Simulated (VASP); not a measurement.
# HPbNO4 (P1) in VASP: settings compared

Aim: see how the results for HPbNO4 move with the level of theory and the settings. Levels: RPBE, PBE0, PBE-based screened hybrid with 25 % exact exchange, PBE, BLYP. Tasks: single point.

Program: VASP 6.6.1. These are calculated values, not measurements. Logs are shortened: lines on timing, memory, paths and dates and some standing lists are left out, and cuts for length are marked.

## (1) The cell of the first run

The typed cell holds 7 atoms: a = 4.204 Å, b = 4.339 Å, c = 6.729 Å, α = 71.95°, β = 72.29°, γ = 62.23°.

## (2) Single point, RPBE

The input, INCAR:

```
PREC = Accurate ; ENCUT = 520
EDIFF = 1E-6 ; ISMEAR = -1
SIGMA = 0.05 ; LREAL = F
LASPH = T ; NELM = 80
ALGO = Normal ; ISIF = 2
LWAVE = F ; LCHARG = F
GGA = RP ; NBANDS = 31
```

The input, KPOINTS:

```
regular mesh
0
Gamma
  7 7 5
```

The input, POSCAR:

```
HPbNO4
1.0
    4.1992300000      0.1111700000      0.1681700000
    1.9160000000      3.8913200000      0.1256800000
    1.7608500000      1.2525900000      6.3726600000
H Pb N O
1 1 1 4
Direct
    0.8914500000      0.6820200000      0.6279600000
    0.1442600000      0.9287200000      0.8835200000
    0.2567000000      0.2886100000      0.3017100000
    0.8310800000      0.6505600000      0.7840500000
    0.3869400000      0.2238000000      0.1129500000
    0.3110400000      0.0357600000      0.4585600000
    0.0772600000      0.6063300000      0.3227500000
```

Potentials or basis: VASP PAW PBE potentials, release 64 (H, Pb_d, N, O).

Run with:

```console
$ cat potpaw_PBE.64/H/POTCAR potpaw_PBE.64/Pb_d/POTCAR potpaw_PBE.64/N/POTCAR potpaw_PBE.64/O/POTCAR > POTCAR
$ mpirun -np 1 vasp_std > vasp.out
```

OUTCAR:

```text
PREC = Accurate
   ENCUT = 520
   EDIFF = 1E-6
   ISMEAR = -1
   LREAL = F
   LASPH = T
   NELM = 80
   ISIF = 2
   GGA = RP

 ion  position               nearest neighbor table
   1  0.891  0.682  0.628-   4 0.98
   2  0.144  0.929  0.884-   4 2.48   4 2.51   6 2.67   4 2.72   5 2.81   7 2.84   5 2.91   5 2.93

   3  0.257  0.289  0.302-   6 1.25   7 1.26   5 1.28
   4  0.831  0.651  0.784-   1 0.98   2 2.48   2 2.51   2 2.72
   5  0.387  0.224  0.113-   3 1.28   2 2.81   2 2.91   2 2.93
   6  0.311  0.036  0.459-   3 1.25   2 2.67
   7  0.077  0.606  0.323-   3 1.26   2 2.84

  LATTYP: Found a triclinic cell.
 ALAT       =     6.7290690222
 B/A-ratio  =     1.0080435208
 C/A-ratio  =     0.6247619357
 COS(alpha) =     0.0037064377
 COS(beta)  =     0.3041824545
 COS(gamma) =     0.7937729759

  Lattice vectors:

 A1 = (   1.7608500000,   1.2525900000,   6.3726600000)
 A2 = (  -0.1551500000,  -2.6387300000,   6.2469800000)
 A3 = (   4.1992300000,   0.1111700000,   0.1681700000)

Analysis of symmetry for initial positions (statically):
=====================================================================
 Subroutine PRICEL returns:
 Original cell was already a primitive cell.

 Routine SETGRP: Setting up the symmetry group for a
 triclinic supercell.

 Subroutine GETGRP returns: Found  1 space group operations
 (whereof  1 operations were pure point group operations)
 out of a pool of  2 trial point group operations.

The static configuration has the point symmetry C_1 .

Analysis of symmetry for dynamics (positions and initial velocities):
=====================================================================
 Subroutine PRICEL returns:
 Original cell was already a primitive cell.

 Routine SETGRP: Setting up the symmetry group for a
 triclinic supercell.

 Subroutine GETGRP returns: Found  1 space group operations
 (whereof  1 operations were pure point group operations)
 out of a pool of  2 trial point group operations.

The dynamic configuration has the point symmetry C_1 .

 Subroutine INISYM returns: Found  1 space group operations
 (whereof  1 operations are pure point group operations),
 and found     1 'primitive' translations

----------------------------------------------------------------------------------------

                                     Primitive cell

  volume of cell :     101.3902

  direct lattice vectors                    reciprocal lattice vectors
     4.199230000  0.111170000  0.168170000     0.243027768 -0.118243312 -0.043910244
     1.916000000  3.891320000  0.125680000    -0.004909750  0.261012831 -0.049947232
     1.760850000  1.252590000  6.372660000    -0.006316502 -0.002027272  0.159064151

  length of vectors
     4.204066188  4.339265238  6.729069022     0.273810311  0.265794149  0.159202425

  position of ions in fractional coordinates (direct lattice)
     0.891450000  0.682020000  0.627960000
     0.144260000  0.928720000  0.883520000
     0.256700000  0.288610000  0.301710000
     0.831080000  0.650560000  0.784050000
     0.386940000  0.223800000  0.112950000
     0.311040000  0.035760000  0.458560000
     0.077260000  0.606330000  0.322750000

  ion indices of the primitive-cell ions
   primitive index   ion index
                 1           1
                 2           2
                 3           3
                 4           4
                 5           5
                 6           6
                 7           7

----------------------------------------------------------------------------------------

 KPOINTS: regular mesh

Automatic generation of k-mesh.
 Grid dimensions read from file:
 generate k-points for:    7    7    5

 Generating k-lattice:

  Cartesian coordinates                     Fractional coordinates (reciprocal lattice)
     0.034718253 -0.016891902 -0.006272892     0.142857143 -0.000000000 -0.000000000
    -0.000701393  0.037287547 -0.007135319     0.000000000  0.142857143  0.000000000
    -0.001263300 -0.000405454  0.031812830     0.000000000  0.000000000  0.200000000

  Length of vectors
[... 51 lines left out ...]
 cond. band min:       3.9327713020   @ k =  -0.2857   0.4286   0.4000
 fundamental gap:      2.8469255034
 Fermi energy:         2.1639139967

 k-point     1 :       0.0000    0.0000    0.0000
  band No.  band energies     occupation
      1     -24.9483      2.00000
      2     -19.5292      2.00000
      3     -19.2042      2.00000
      4     -16.6877      2.00000
      5     -14.3725      2.00000
      6     -14.3523      2.00000
[... 23 lines left out ...]
     30      12.7959      0.00000
     31      13.4510      0.00000

 k-point     2 :       0.1429   -0.0000    0.0000
  band No.  band energies     occupation
      1     -24.9433      2.00000
      2     -19.5377      2.00000
      3     -19.2066      2.00000
      4     -16.6844      2.00000
      5     -14.3755      2.00000
      6     -14.3672      2.00000
[... 23 lines left out ...]
     30      12.3852      0.00000
     31      12.8775      0.00000

 k-point     3 :       0.2857    0.0000    0.0000
  band No.  band energies     occupation
      1     -24.9320      2.00000
      2     -19.5575      2.00000
      3     -19.2109      2.00000
      4     -16.6784      2.00000
      5     -14.3817      2.00000
      6     -14.3700      2.00000
[... 23 lines left out ...]
     30      11.8744      0.00000
     31      12.8470      0.00000

 k-point     4 :       0.4286   -0.0000    0.0000
  band No.  band energies     occupation
      1     -24.9229      2.00000
      2     -19.5742      2.00000
      3     -19.2134      2.00000
      4     -16.6753      2.00000
      5     -14.3836      2.00000
      6     -14.3699      2.00000
[... 635 lines left out ...]
     30      12.5795      0.00000
     31      12.9376      0.00000

 k-point    23 :      -0.4286    0.4286   -0.0000
  band No.  band energies     occupation
      1     -24.9174      2.00000
      2     -19.5875      2.00000
      3     -19.2143      2.00000
      4     -16.6751      2.00000
      5     -14.3790      2.00000
      6     -14.3704      2.00000
[... 23 lines left out ...]
     30      12.3155      0.00000
     31      12.7502      0.00000

 k-point    24 :      -0.2857    0.4286   -0.0000
  band No.  band energies     occupation
      1     -24.9102      2.00000
      2     -19.6133      2.00000
      3     -19.2185      2.00000
      4     -16.6746      2.00000
      5     -14.3799      2.00000
      6     -14.3651      2.00000
[... 23 lines left out ...]
     30      11.5186      0.00000
     31      12.6893      0.00000

 [... further k-points ...]

------------------------ aborting loop because EDIFF is reached ----------------------------------------

  FORCE on cell =-STRESS in cart. coord.  units (eV):
  Direction    XX          YY          ZZ          XY          YZ          ZX
  --------------------------------------------------------------------------------------
  -------------------------------------------------------------------------------------
  Total        1.1524623      2.5270271      2.5084662     -0.0960646     -0.0652771     -0.0466811
  in kB       18.2113162     39.9323172     39.6390157     -1.5180210     -1.0315154     -0.7376594
  external PRESSURE =      32.5942164 kB  Pullay stress =       0.0000000 kB

 VOLUME and BASIS-vectors are now :
 -----------------------------------------------------------------------------
  energy-cutoff  :      520.00
  volume of cell :      101.39
      direct lattice vectors                 reciprocal lattice vectors
     4.199230000  0.111170000  0.168170000     0.243027768 -0.118243312 -0.043910244
     1.916000000  3.891320000  0.125680000    -0.004909750  0.261012831 -0.049947232
     1.760850000  1.252590000  6.372660000    -0.006316502 -0.002027272  0.159064151

 POSITION                                       TOTAL-FORCE (eV/Angst)
 -----------------------------------------------------------------------------------
      6.15590      3.53964      4.23741        -0.001744      0.010149      0.040702
      3.94095      4.73667      5.77135         0.001145      0.039240      0.007513
      2.16219      1.52953      2.00214         0.007381     -0.048431     -0.093214
      6.11696      3.60602      5.21801        -0.000559     -0.022196     -0.049653
      2.25254      1.05537      0.81299         0.041769     -0.216936     -0.494007
      2.18210      0.74812      2.97905         0.013262     -0.421141      0.515670
      2.05448      2.77229      2.14597        -0.061253      0.659316      0.072989
 -----------------------------------------------------------------------------------
    total drift:                               -0.000592      0.000059     -0.000680

  FREE ENERGIE OF THE ION-ELECTRON SYSTEM (eV)
  ---------------------------------------------------
  free  energy   TOTEN  =       -38.5788046981 eV

  energy  without entropy=      -38.5788046980  energy(sigma->0) =      -38.57880470
```

It took 9.4 min on 1 thread of Intel Xeon 8259CL, shared host; peak memory 0.47 GiB.

What came out:

```
Free energy            : -38.5788 eV
Pressure               : 3.3 GPa
Largest force          : 0.666 eV/Å
Band gap on the k mesh : 2.85 eV (least direct gap 2.87 eV)
```

Forces in eV/Å, atoms in the order of the input:
```
H   -0.002  0.010  0.041
Pb   0.001  0.039  0.008
N    0.007 -0.048 -0.093
O   -0.001 -0.022 -0.050
O    0.042 -0.217 -0.494
O    0.013 -0.421  0.516
O   -0.061  0.659  0.073
```

Caveat: the standard files for N, O and F lose accuracy on very short bonds; the cell stands under pressure; the PAW data sets were made with another functional, which shifts forces and pressure a little; spin-orbit coupling is left out, which moves the levels of the heavy elements. A k mesh can miss the band edges.

## (3) Single point, PBE0

POSCAR is that of step 2.

The input, INCAR.step1:

```
ALGO = Normal
EDIFF = 1E-5
ENCUT = 520
GGA = PE
ISIF = 2
ISMEAR = -1
LASPH = T
LCHARG = F
LREAL = F
LWAVE = T
NBANDS = 31
NELM = 80
PREC = Accurate
SIGMA = 0.05
```

The input, INCAR.step2:

```
AEXX = 0.25
ALGO = Normal
EDIFF = 1E-6
ENCUT = 520
GGA = PE
ISIF = 2
ISMEAR = -1
ISTART = 1
LASPH = T
LCHARG = F
LHFCALC = T
LREAL = F
LWAVE = F
NBANDS = 31
NELM = 80
PREC = Accurate
PRECFOCK = Fast
SIGMA = 0.05
```

The input, KPOINTS:

```
k-points
0
Gamma
  3 3 2
```

Potentials or basis: VASP PAW PBE potentials, release 64 (H, Pb_d, N, O).

Run with:

```console
$ cat potpaw_PBE.64/H/POTCAR potpaw_PBE.64/Pb_d/POTCAR potpaw_PBE.64/N/POTCAR potpaw_PBE.64/O/POTCAR > POTCAR
$ cp INCAR.step1 INCAR
$ mpirun -np 1 vasp_std > vasp.out
$ cp INCAR.step2 INCAR
$ mpirun -np 1 vasp_std > vasp.out
```

Run time: 21 min. Hardware: 1 thread of Intel Xeon 8259CL, shared host; peak memory 0.26 GiB.

Results (log left out):

```
Free energy            : -54.7785 eV
Pressure               : -3.5 GPa
Largest force          : 1.055 eV/Å
Band gap on the k mesh : 4.92 eV
```

Forces in eV/Å, atoms in the order of the input:
```
H   -0.021  0.037  0.460
Pb  -0.005 -0.070 -0.066
N   -0.001 -0.018 -0.029
O    0.029  0.032 -0.389
O   -0.070  0.391  0.870
O   -0.023  0.669 -0.696
O    0.092 -1.041 -0.150
```

Stress tensor (GPa, compression positive):
```
-1.46  0.28  0.14
 0.28 -4.42 -0.11
 0.14 -0.11 -4.69
```

Levels at points of the mesh, in eV from the valence-band top:
```tsv
k point	band 19	band 20	band 21	band 22	band 23	band 24	band 25	band 26
(0.00, 0.00, 0.00)	-2.44	-1.91	-1.74	-1.35	5.76	6.27	7.50	8.31
(0.00, 0.00, 0.50)	-1.91	-1.83	-1.64	-1.50	5.62	5.70	7.51	8.40
```

Caveat: the k points lie up to 0.57 Å⁻¹ apart; the standard files for N, O and F lose accuracy on very short bonds; the PAW data sets were made with another functional, which shifts forces and pressure a little; spin-orbit coupling is left out, which moves the levels of the heavy elements.

## (4) Single point, PBE-based screened hybrid with 25 % exact exchange

POSCAR is that of step 3.

The input, INCAR.step1:

```
SYSTEM = HPbNO4
PREC = Accurate ; ENCUT = 520
EDIFF = 1E-5 ; ISMEAR = -1
SIGMA = 0.05 ; LREAL = .FALSE.
LASPH = .TRUE. ; NELM = 100
ALGO = Normal ; ISIF = 2
LWAVE = .TRUE. ; GGA = PE
NBANDS = 31
```

The input, INCAR.step2:

```
SYSTEM = HPbNO4
PREC = Accurate ; ENCUT = 520
EDIFF = 1E-6 ; ISMEAR = -1
SIGMA = 0.05 ; LREAL = .FALSE.
LASPH = .TRUE. ; NELM = 100
ALGO = Normal ; ISIF = 2
LWAVE = .FALSE. ; LCHARG = .TRUE.
GGA = PE ; LHFCALC = .TRUE.
AEXX = 0.25 ; HFSCREEN = 0.3
PRECFOCK = Fast ; LELF = .TRUE.
LVHAR = .TRUE. ; ISTART = 1
NBANDS = 31
```

The input, KPOINTS:

```
Automatic mesh
0
G
  3 3 2
  0 0 0
```

Run with:

```console
$ cat potpaw_PBE.64/H/POTCAR potpaw_PBE.64/Pb_d/POTCAR potpaw_PBE.64/N/POTCAR potpaw_PBE.64/O/POTCAR > POTCAR
$ cp INCAR.step1 INCAR
$ mpirun -np 1 vasp_std > vasp.out
$ cp INCAR.step2 INCAR
$ mpirun -np 1 vasp_std > vasp.out
```

Wall time 18 min (1 thread of AMD EPYC 7R43 (Zen 3), shared host); peak memory 0.31 GiB.

Results (log left out):

```yaml
Free_energy: -49.8971 eV
Pressure: -3.1 GPa
Largest_force: 0.994 eV/Å
Band_gap_on_the_k_mesh: 3.90 eV
```

Forces in eV/Å, atoms in the order of the input:
```
H   -0.020  0.038  0.448
Pb  -0.005 -0.066 -0.064
N    0.000 -0.021 -0.037
O    0.028  0.030 -0.380
O   -0.067  0.372  0.829
O   -0.022  0.627 -0.655
O    0.087 -0.980 -0.141
```

Stress tensor (GPa, compression positive):
```
-1.22  0.27  0.14
 0.27 -3.97 -0.12
 0.14 -0.12 -4.24
```

Levels at points of the mesh, in eV from the valence-band top:
```tsv
k point	band 19	band 20	band 21	band 22	band 23	band 24	band 25	band 26
(0.00, 0.00, 0.00)	-2.38	-1.87	-1.70	-1.29	4.70	5.26	6.49	7.28
(0.00, 0.00, 0.50)	-1.88	-1.79	-1.60	-1.45	4.57	4.70	6.49	7.37
```

Caveat: the k points lie up to 0.57 Å⁻¹ apart; the standard files for N, O and F lose accuracy on very short bonds; the PAW data sets were made with another functional, which shifts forces and pressure a little; spin-orbit coupling is left out, which moves the levels of the heavy elements.

## (5) Single point, PBE

The input, INCAR:

```
SYSTEM = HPbNO4
  PREC = Accurate
  ENCUT = 910
  EDIFF = 1E-6
  ISMEAR = -1
  SIGMA = 0.05
  LREAL = .False.
  LASPH = .True.
  NELM = 120
  ALGO = Normal
  ISIF = 2
  LWAVE = .False.
  LCHARG = .False.
  GGA = PE
  NBANDS = 31
  GGA_COMPAT = .False.
```

The input, KPOINTS:

```
regular mesh
0
Gamma
  8 8 5
  0 0 0
```

POSCAR is that of step 4.

Potentials or basis: VASP PAW PBE potentials, release 64 (H_h, Pb_d, N_h, O_h).

Run with:

```console
$ cat potpaw_PBE.64/H_h/POTCAR potpaw_PBE.64/Pb_d/POTCAR potpaw_PBE.64/N_h/POTCAR potpaw_PBE.64/O_h/POTCAR > POTCAR
$ mpirun -np 1 vasp_std > vasp.out
```

It took 19 min on 1 thread of Intel Xeon Platinum 8488C (Sapphire Rapids), shared host; peak memory 1.2 GiB.

Results (log left out):

```yaml
Free_energy: -40.7155 eV
Pressure: -0.4 GPa
Largest_force: 0.007 eV/Å
Band_gap_on_the_k_mesh: 2.80 eV
```

Forces in eV/Å, atoms in the order of the input:
```
H    0.000  0.001 -0.004
Pb   0.001  0.005  0.004
N   -0.002 -0.001 -0.004
O   -0.001 -0.004  0.005
O    0.001  0.000  0.001
O    0.001 -0.003  0.003
O    0.001  0.002 -0.004
```

Levels at points of the mesh, in eV from the valence-band top:
| k point | band 19 | band 20 | band 21 | band 22 | band 23 | band 24 | band 25 | band 26 |
| --- | --- | --- | --- | --- | --- | --- | --- | --- |
| (0.00, 0.00, 0.00) | -2.05 | -1.57 | -1.37 | -0.73 | 3.57 | 4.31 | 5.46 | 6.22 |
| (0.50, 0.00, 0.00) | -1.93 | -1.49 | -0.69 | -0.23 | 3.11 | 4.52 | 5.46 | 6.53 |
| (0.00, 0.50, 0.00) | -1.55 | -1.41 | -0.65 | -0.10 | 2.96 | 4.04 | 5.17 | 7.01 |
| (0.50, 0.50, 0.00) | -1.84 | -1.67 | -0.61 | -0.32 | 3.21 | 4.10 | 5.42 | 6.41 |

Caveat: spin-orbit coupling is left out, which moves the levels of the heavy elements. A k mesh can miss the band edges.

## (6) Single point, BLYP

The input, INCAR:

```
  PREC = Accurate
  ENCUT = 520
  EDIFF = 1E-6
  ISMEAR = -1
  SIGMA = 0.05
  LREAL = F
  LASPH = T
  NELM = 60
  ALGO = Normal
  ISIF = 2
  LWAVE = F
  LCHARG = T
  GGA = B5
  ALDAX = 1.0
  AGGAX = 1.0
  AGGAC = 1.0
  ALDAC = 0.0
  LELF = T
  LVHAR = T
  NBANDS = 31
```

The input, KPOINTS:

```
regular mesh
0
Gamma
  5 5 4
```

POSCAR is that of step 5.

Potentials or basis: VASP PAW PBE potentials, release 64 (H, Pb_d, N, O).

Run with:

```console
$ cat potpaw_PBE.64/H/POTCAR potpaw_PBE.64/Pb_d/POTCAR potpaw_PBE.64/N/POTCAR potpaw_PBE.64/O/POTCAR > POTCAR
$ mpirun -np 1 vasp_std > vasp.out
```

It took 5.5 min on 1 thread of Oxide Virtual Turin-like, shared host; peak memory 0.28 GiB.

The run converged. Its results:

```
Free energy            : -38.2448 eV
Pressure               : 3.1 GPa
Largest force          : 0.893 eV/Å
Band gap on the k mesh : 2.79 eV
```

Forces on the atoms (eV/Å):
```
H    0.000 -0.003 -0.077
Pb   0.003  0.087  0.032
N    0.009 -0.080 -0.061
O   -0.005 -0.033 -0.018
O    0.056 -0.306 -0.696
O    0.015 -0.542  0.674
O   -0.079  0.877  0.145
```

Stress tensor (GPa, compression positive):
```
 1.30 -0.16 -0.08
-0.16  3.91 -0.21
-0.08 -0.21  3.98
```

Levels at points of the mesh, in eV from the valence-band top:
```tsv
k point	band 20	band 21	band 22	band 23	band 24	band 25
(0.00, 0.00, 0.00)	-1.50	-1.30	-0.75	3.51	4.36	5.50
(0.00, 0.00, 0.50)	-1.44	-1.25	-0.92	3.41	3.81	5.50
```

Caveat: the standard files for N, O and F lose accuracy on very short bonds; the cell stands under pressure; the PAW data sets were made with another functional, which shifts forces and pressure a little; spin-orbit coupling is left out, which moves the levels of the heavy elements. A k mesh can miss the band edges.

## (7) Overview

| level | potentials or basis | k mesh | cutoff (eV) | grid for exact exchange (PRECFOCK) | share of exact exchange | screening parameter | gap on the mesh (eV) | pressure (GPa) | largest force (eV/Å) |
| --- | --- | --- | --- | --- | --- | --- | --- | --- | --- |
| RPBE | VASP PAW PBE potentials, release 64 (H, Pb_d, N, O) | 7 × 7 × 5 | 520 | - | - | - | 2.85 | 3.3 | 0.67 |
| PBE0 | VASP PAW PBE potentials, release 64 (H, Pb_d, N, O) | 3 × 3 × 2 | 520 | Fast | 0.25 | - | 4.92 | -3.5 | 1.06 |
| PBE-based screened hybrid with 25 % exact exchange | VASP PAW PBE potentials, release 64 (H, Pb_d, N, O) | 3 × 3 × 2 | 520 | Fast | 0.25 | 0.3 1/Å | 3.90 | -3.1 | 0.99 |
| PBE | VASP PAW PBE potentials, release 64 (H_h, Pb_d, N_h, O_h) | 8 × 8 × 5 | 910 | - | - | - | 2.80 | -0.4 | 0.01 |
| BLYP | VASP PAW PBE potentials, release 64 (H, Pb_d, N, O) | 5 × 5 × 4 | 520 | - | - | - | 2.79 | 3.1 | 0.89 |

Alike in all rows: task single point; no spin polarisation; cell as given; smearing fermi-dirac 0.05 eV.

Caveats: some runs use coarse meshes; spin-orbit coupling is left out, which moves the levels of the heavy elements; the standard files for N, O and F lose accuracy on very short bonds (at least some runs); the PAW data sets were made with another functional, which shifts forces and pressure a little (at least some runs); the cell stands under pressure (at least some runs).

Absolute energies hang on the potentials; compare differences alone.
